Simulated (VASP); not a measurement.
# Mg (P6_3/mmc) in VASP: further runs, part 2 of 2

VASP 6.6.1. The steps go on from the part before.

### Step 4. Relaxation of cell and atoms, r2SCAN

The input, POSCAR:

```
Mg
1.0
    3.2092715325      0.0000000000      0.0000000000
   -1.6046357662      2.7793106748      0.0000000000
    0.0000000000      0.0000000000      5.2103300000
Mg
2
Direct
    0.3333333333      0.6666666667      0.2500000000
    0.6666666667      0.3333333333      0.7500000000
```

The input, INCAR.step1:

```
PREC     = Accurate       # precision mode
ENCUT    = 600            # plane-wave cutoff, eV
ISMEAR   = 0              # smearing method
SIGMA    = 0.1            # smearing width, eV
LREAL    = False          # projectors in reciprocal space
LASPH    = True           # aspherical terms in the spheres
NELM     = 100            # most SCF steps
GGA      = PE             # functional
ALGO     = Normal         # electronic algorithm
EDIFF    = 1E-4           # SCF threshold, eV
LWAVE    = True           # write WAVECAR
LCHARG   = False          # write CHGCAR
```

The input, INCAR.step2:

```
PREC     = Accurate       # precision mode
ENCUT    = 600            # plane-wave cutoff, eV
EDIFF    = 1E-7           # SCF threshold, eV
ISMEAR   = 0              # smearing method
SIGMA    = 0.1            # smearing width, eV
LREAL    = False          # projectors in reciprocal space
LASPH    = True           # aspherical terms in the spheres
NELM     = 100            # most SCF steps
ALGO     = Normal         # electronic algorithm
ISIF     = 3              # what is computed and relaxed
LWAVE    = False          # write WAVECAR
LCHARG   = False          # write CHGCAR
METAGGA  = R2SCAN         # meta-GGA
LMIXTAU  = True         
IBRION   = 2              # ionic algorithm
NSW      = 100            # ionic steps
EDIFFG   = -0.005         # ionic threshold
ISTART   = 1
```

The input, KPOINTS:

```
regular mesh
0
Gamma
  18 18 8
```

Potentials or basis: VASP PAW PBE potentials, release 64 (Mg).

Command:

```sh
$ cat potpaw_PBE.64/Mg/POTCAR > POTCAR
$ cp INCAR.step1 INCAR
$ mpirun -np 1 vasp_std > vasp.out
$ cp INCAR.step2 INCAR
$ mpirun -np 1 vasp_std > vasp.out
```

OUTCAR:

```text
PREC = Accurate
   ENCUT = 600
   EDIFF = 1E-7
   ISMEAR = 0
   LREAL = False
   LASPH = True
   NELM = 100
   ISIF = 3
   METAGGA = R2SCAN
   IBRION = 2
   NSW = 100
   EDIFFG = -0.005
   ISTART = 1

 ion  position               nearest neighbor table
   1  0.333  0.667  0.250-   2 3.20   2 3.20   2 3.20   2 3.20   2 3.20   2 3.20
   2  0.667  0.333  0.750-   1 3.20   1 3.20   1 3.20   1 3.20   1 3.20   1 3.20

  LATTYP: Found a hexagonal cell.
 ALAT       =     3.2092715325
 C/A-ratio  =     1.6235242008

  Lattice vectors:

 A1 = (   3.2092715325,   0.0000000000,   0.0000000000)
 A2 = (  -1.6046357662,   2.7793106748,   0.0000000000)
 A3 = (   0.0000000000,   0.0000000000,   5.2103300000)

Analysis of symmetry for initial positions (statically):
=====================================================================
 Subroutine PRICEL returns:
 Original cell was already a primitive cell.

 Routine SETGRP: Setting up the symmetry group for a
 hexagonal supercell.

 Subroutine GETGRP returns: Found 24 space group operations
 (whereof 12 operations were pure point group operations)
 out of a pool of 24 trial point group operations.

The static configuration has the point symmetry D_3d.
 The point group associated with its full space group is D_6h.

Analysis of symmetry for dynamics (positions and initial velocities):
=====================================================================
 Subroutine PRICEL returns:
 Original cell was already a primitive cell.

 Routine SETGRP: Setting up the symmetry group for a
 hexagonal supercell.

 Subroutine GETGRP returns: Found 24 space group operations
 (whereof 12 operations were pure point group operations)
 out of a pool of 24 trial point group operations.

The dynamic configuration has the point symmetry D_3d.
 The point group associated with its full space group is D_6h.

[... 123 lines left out ...]
   METAGGA = R2SCAN    functional components
   LHFCALC =     F    Hartree Fock is set to
   AEXX    =    0.0000 exact exchange contribution
   IVDW    =     0    specifies the selected vdW correction
   LEPSILON=     F    determine dielectric tensor
   LRPA    =     F    only Hartree local field effects (RPA)
 conjugate gradient relaxation of ions
 non-spin polarized calculation
 Gauss-broadening in eV      SIGMA  =   0.10
  energy-cutoff  :      600.00
  volume of cell :       46.47
 maximum number of plane-waves:      1578
 NGX is ok and might be reduce to    28
   NGX = 13   NGY = 13   NGZ = 21

--------------------------------------- Ionic step        1  -------------------------------------------

 number of electron       4.0000000 magnetization

 Free energy of the ion-electron system (eV)
  ---------------------------------------------------
  ext. energy  EPLUGINS =         0.00000000
  ---------------------------------------------------
  free energy    TOTEN  =        -8.29289963 eV

  energy without entropy =       -8.28918406  energy(sigma->0) =       -8.29104185

------------------------ aborting loop because EDIFF is reached ----------------------------------------

  FORCE on cell =-STRESS in cart. coord.  units (eV):
  Direction    XX          YY          ZZ          XY          YZ          ZX
  --------------------------------------------------------------------------------------
  -------------------------------------------------------------------------------------
  Total       -0.3326550     -0.3326550     -0.5284538     -0.0000000      0.0000000      0.0000000
  in kB      -11.4682141    -11.4682141    -18.2183391     -0.0000000      0.0000000      0.0000000
  external PRESSURE =     -13.7182558 kB  Pullay stress =       0.0000000 kB
[... 167 lines left out ...]
--------------------------------------- Ionic step        6  -------------------------------------------

 number of electron       4.0000000 magnetization

 Free energy of the ion-electron system (eV)
  ---------------------------------------------------
  ext. energy  EPLUGINS =         0.00000000
  ---------------------------------------------------
  free energy    TOTEN  =        -8.30118325 eV

  energy without entropy =       -8.29812480  energy(sigma->0) =       -8.29965402

 E-fermi :   2.7847     XC(G=0):  -9.1197

 val. band max:        2.7647513910   @ k =   0.2778   0.0556   0.0000
 cond. band min:       2.7923769160   @ k =   0.5000   0.0000   0.3750
 fundamental gap:      0.0276255250
 Fermi energy:         2.7847170162

 k-point     1 :       0.0000    0.0000    0.0000
  band No.  band energies     occupation
      1      -4.7222      2.00000
      2       0.8993      2.00000
      3       1.6971      2.00000
      4      14.4945      0.00000
      5      14.4945      0.00000
      6      14.6745      0.00000
[... 199 lines left out ...]
 k-point    24 :       0.3889    0.1111    0.0000
  band No.  band energies     occupation
      1      -0.4486      2.00000
      2       1.7482      2.00000
      3       4.9335      0.00000
      4       5.7567      0.00000
      5       7.0864      0.00000
      6       7.1330      0.00000

 [... further k-points ...]
[... 5 lines left out ...]
  --------------------------------------------------------------------------------------
  -------------------------------------------------------------------------------------
  Total        0.0046885      0.0046885      0.0096072      0.0000000     -0.0000000      0.0000000
  in kB        0.1677392      0.1677392      0.3437153      0.0000000     -0.0000000      0.0000000
  external PRESSURE =       0.2263979 kB  Pullay stress =       0.0000000 kB
[... 17 lines left out ...]
  FREE ENERGIE OF THE ION-ELECTRON SYSTEM (eV)
  ---------------------------------------------------
  free  energy   TOTEN  =        -8.3011832483 eV

  energy  without entropy=       -8.2981248008  energy(sigma->0) =       -8.29965402

 reached required accuracy - stopping structural energy minimisation
```

It took 25 min on 1 thread of Oxide Virtual Turin-like, shared host; peak memory 0.22 GiB.

Results:

- Free energy: -8.3012 eV
- Relaxed volume: 22.39 Å³/atom
- Relaxed cell: a = 3.182 Å, b = 3.182 Å, c = 5.106 Å, α = 90.00°, β = 90.00°, γ = 120.00°
- Space group after relaxing (to 0.05 Å): P6_3/mmc (No. 194)
- Energy gained by relaxing: 4.1 meV/atom
- Ionic steps: 6
- Pressure after relaxing: 0.0 GPa
- Band gap on the k mesh: zero (band 2 reaches 3.79 eV, above the bottom of band 3 at 1.70 eV)

The path:
| step | energy change (eV) | largest force (eV/Å) | pressure (GPa) | volume (Å³) |
| --- | --- | --- | --- | --- |
| 1 | 0.0000 | 0.0000 | -1.37 | 46.47 |
| 2 | -0.0076 | 0.0000 | -0.30 | 45.15 |
| 3 | -0.0081 | 0.0000 | 0.02 | 44.78 |
| 4 | -0.0081 | 0.0000 | 0.05 | 44.75 |
| 5 | -0.0082 | 0.0000 | 0.04 | 44.77 |
| 6 | -0.0083 | 0.0000 | 0.02 | 44.78 |

Final structure:
```yaml
crystal:
  lattice:
    - [3.18235, 0.00000, 0.00000]
    - [-1.59117, 2.75599, 0.00000]
    - [0.00000, 0.00000, 5.10604]
  atoms:
    - { symbol: Mg, position: [0.33333, 0.66667, 0.25000] }
    - { symbol: Mg, position: [0.66667, 0.33333, 0.75000] }
```

Caveat: the PAW data sets were made with another functional, which shifts forces and pressure a little.

### Step 5. The runs side by side

```tsv
task	cell	k mesh	cutoff (eV)	gap on the mesh (eV)	pressure (GPa)
single point	a = 3.209, b = 3.209, c = 5.210 Å, angles 90.0, 90.0, 120.0°, 2 atoms	6 × 6 × 4	520	none	-1.2
single point	a = 3.190, b = 3.190, c = 5.117 Å, angles 90.0, 90.0, 120.0°, 2 atoms	18 × 18 × 8	520	none	-0.2
relaxation of cell and atoms	relaxed from a = 3.209, b = 3.209, c = 5.210 Å, angles 90.0, 90.0, 120.0°, 2 atoms	18 × 18 × 8	600	none	0.0
```

Alike in all rows: level r2SCAN; potentials or basis VASP PAW PBE potentials, release 64 (Mg); no spin polarisation; smearing gaussian 0.1 eV.

Caveats: some runs use coarse meshes; the PAW data sets were made with another functional, which shifts forces and pressure a little.

Absolute energies hang on the potentials; compare differences alone.
